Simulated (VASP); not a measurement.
Write the native input for VASP 6.6.1 that does the following.

* Task: single point
* Functional: PBE
* Potentials or basis: VASP PAW PBE potentials, release 64 (Ba_sv, Te)
* Cutoff: 520 eV
* k mesh: 8 × 8 × 8
* Occupations: gaussian, width 0.05 eV
* Spin: no spin polarisation
* Dipole correction: no
* Further INCAR settings: ALGO = Normal; EDIFF = 1e-07; NBANDS = 15

The structure of BaTe lies in POSCAR:

```
BaTe
1.0
    0.0000000000      3.4100000000      3.4100000000
    3.4100000000      0.0000000000      3.4100000000
    3.4100000000      3.4100000000      0.0000000000
Ba Te
1 1
Direct
    0.0000000000      0.0000000000      0.0000000000
    0.5293255132      0.5293255132      0.4706744868
```

This cell differs from its parent crystal: all Te atoms moved -0.200 Å, as atom 2 towards its neighbour atom 1 (Ba) at 3.410 Å.

These files were run (other wordings do the same):

INCAR

```
PREC     = Accurate       # precision mode
ENCUT    = 520            # plane-wave cutoff, eV
EDIFF    = 1E-7           # SCF threshold, eV
ISMEAR   = 0              # smearing method
SIGMA    = 0.05           # smearing width, eV
LREAL    = False          # projectors in reciprocal space
LASPH    = True           # aspherical terms in the spheres
NELM     = 80             # most SCF steps
ALGO     = Normal         # electronic algorithm
ISIF     = 2              # what is computed and relaxed
LWAVE    = False          # write WAVECAR
LCHARG   = True           # write CHGCAR
GGA      = PE             # functional
LELF     = True           # ELF
LVHAR    = True         
NBANDS   = 15             # bands
```

KPOINTS

```
regular mesh
0
Gamma
  8 8 8
```

Potentials or basis: VASP PAW PBE potentials, release 64 (Ba_sv, Te).

Run with:

```bash
$ cat potpaw_PBE.64/Ba_sv/POTCAR potpaw_PBE.64/Te/POTCAR > POTCAR
$ mpirun -np 1 vasp_std > vasp.out
```

Results of the run:

```
Pressure               : 4.6 GPa
Largest force          : 0.685 eV/Å
Band gap on the k mesh : 1.40 eV, indirect (least direct gap 1.72 eV)
```

Caveat: the cell differs from its parent crystal (all Te atoms moved -0.200 Å, as atom 2 towards its neighbour atom 1 (Ba) at 3.410 Å); spin-orbit coupling is left out, which moves the levels of the heavy elements.

It took 44 s on 1 thread of Intel(R) Xeon(R) Platinum 8375C CPU @ 2.90GHz (Ice Lake), on a shared host, peak memory 0.25 GiB.
